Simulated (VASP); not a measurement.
The system is Al.

```
Al
1.0
    -1.56971    1.56971    1.56971
     1.56971   -1.56971    1.56971
     1.56971    1.56971   -1.56971
Al
1
Direct
  0.00000 0.00000 0.00000
```

Base run:

| Property | Result |
| --- | --- |
| Program | VASP 6.6.1 |
| Functional | r2SCAN |
| Potentials or basis | VASP PAW PBE potentials, release 64 (Al) |
| Cutoff | 520 eV |
| k mesh | 12 × 12 × 12 |
| Occupations | fermi-dirac, width 0.05 eV |
| Spin | no spin polarisation |

Its results: pressure 3.8 GPa.

Problem. After a change of settings the same cell gave: pressure 7.5 GPa. Which change was it?
A. functional from r2SCAN to LDA; potentials or basis from VASP PAW PBE potentials, release 64 (Al) to VASP PAW LDA potentials, release 64 (Al)
B. cutoff from 520 eV to 550 eV
C. functional from r2SCAN to PBE0; k mesh from 12 × 12 × 12 to 8 × 8 × 8
D. functional from r2SCAN to PBE; further incar settings from ALGO = Normal; EDIFF = 1e-06; NBANDS = 8 to ALGO = Fast; EDIFF = 1e-06; NBANDS = 8

Solution. D.

Caveats: the PAW data sets were made with another functional, which shifts forces and pressure a little (some runs).
